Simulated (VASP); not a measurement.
Wanted: the native input for a VASP 6.6.1 run.

| Quantity | Value |
| --- | --- |
| Task | single point |
| Functional | revPBE |
| Potentials or basis | VASP PAW PBE potentials, release 64 (Li_sv) |
| Cutoff | 520 eV |
| k mesh | 11 × 11 × 11 |
| Occupations | fermi-dirac, width 0.05 eV |
| Spin | no spin polarisation |
| Dipole correction | no |
| Further INCAR settings | ALGO = Normal; EDIFF = 1e-07; NBANDS = 8 |

The structure of Li lies in POSCAR:

```
Li
1.0
   -1.7415361404      1.7415361404      1.7415361404
    1.7415361404     -1.7415361404      1.7415361404
    1.7415361404      1.7415361404     -1.7415361404
Li
1
Direct
    0.0000000000      0.0000000000      0.0000000000
```

These files were run (other wordings do the same):

INCAR

```
  ALGO = Normal
  EDIFF = 1E-7
  ENCUT = 520
  GGA = RE
  ISIF = 2
  ISMEAR = -1
  LASPH = T
  LCHARG = F
  LREAL = F
  LWAVE = F
  NBANDS = 8
  NELM = 60
  PREC = Accurate
  SIGMA = 0.05
```

KPOINTS

```
k-points
0
Gamma
  11 11 11
```

Potentials or basis: VASP PAW PBE potentials, release 64 (Li_sv).

Run with:

```console
$ cat potpaw_PBE.64/Li_sv/POTCAR > POTCAR
$ mpirun -np 1 vasp_std > vasp.out
```

It took 4.8 s on 1 thread of Intel(R) Xeon(R) Platinum 8259CL CPU @ 2.50GHz (Skylake/Cascade Lake), with other jobs on the host, peak memory 0.13 GiB.
